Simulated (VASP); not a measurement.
Crystal: GeAs5.

```
Ge As
1.0
     4.17510    0.00000    0.00000
    -2.08755    3.61574    0.00000
     0.00000    0.00000   10.65068
Ge As
1 5
Direct
  0.00000 0.00000 0.00000
  0.00000 0.00000 0.50000
  0.33333 0.66667 0.00000
  0.66667 0.33333 0.00000
  0.00000 0.00000 0.72591
  0.00000 0.00000 0.27409
```

The cell was generated, and may not be a known phase.

- Program: VASP 6.6.1
- Task: relaxation of cell and atoms
- Functional: PBE
- Potentials or basis: VASP PAW PBE potentials, release 64 (Ge_d, As)
- Cutoff: 600 eV
- k mesh: 6 × 6 × 2
- Occupations: gaussian, width 0.1 eV
- Spin: no spin polarisation

At the start: pressure 13.1 GPa; volume 26.80 Å³/atom.

How do energy, volume and symmetry change on relaxing?

Over 14 steps the energy falls by 551.8 meV/atom and the volume is 32.96 Å³/atom (+23.0 %); space group P6/mmm (No. 191, to 0.1 Å) before and after.

The path:
| step | energy change (eV) | largest force (eV/Å) | pressure (GPa) | volume (Å³) |
| --- | --- | --- | --- | --- |
| 1 | 0.0000 | 1.1963 | 13.06 | 160.78 |
| 2 | -2.9516 | 1.7842 | -0.38 | 212.60 |
| 3 | -3.1912 | 0.6607 | 0.51 | 197.80 |
| 4 | -3.1946 | 0.7962 | 0.32 | 199.58 |
| 5 | -3.1943 | 0.7366 | 0.40 | 198.80 |
| 6 | -3.2267 | 0.2362 | -0.46 | 200.75 |
| 7 | -3.2282 | 0.1186 | -0.67 | 201.29 |
| 8 | -3.2534 | 0.1492 | -0.61 | 200.73 |
| 9 | -3.3034 | 0.2228 | -0.19 | 198.99 |
| 10 | -3.3040 | 0.1704 | 0.06 | 198.28 |
| 11 | -3.3056 | 0.2027 | -0.06 | 198.62 |
| 12 | -3.3098 | 0.0349 | -0.08 | 198.07 |
| 13 | -3.3099 | 0.0067 | -0.07 | 197.94 |
| 14 | -3.3107 | 0.0061 | -0.09 | 197.75 |

Final structure:
```
CELL_PARAMETERS angstrom
4.83449 0.00000 0.00000
-2.41725 4.18679 0.00000
0.00000 0.00000 9.76960
ATOMIC_POSITIONS crystal
Ge 0.00000 0.00000 0.00000
As 0.00000 0.00000 0.50000
As 0.33333 0.66667 0.00000
As 0.66667 0.33333 0.00000
As 0.00000 0.00000 0.73637
As 0.00000 0.00000 0.26363
```

Caveat: the volume moved by over 15 % at a fixed basis, so the end points are rough; an odd number of electrons without spin polarisation forces a metal; a magnetic or distorted state may lie lower.
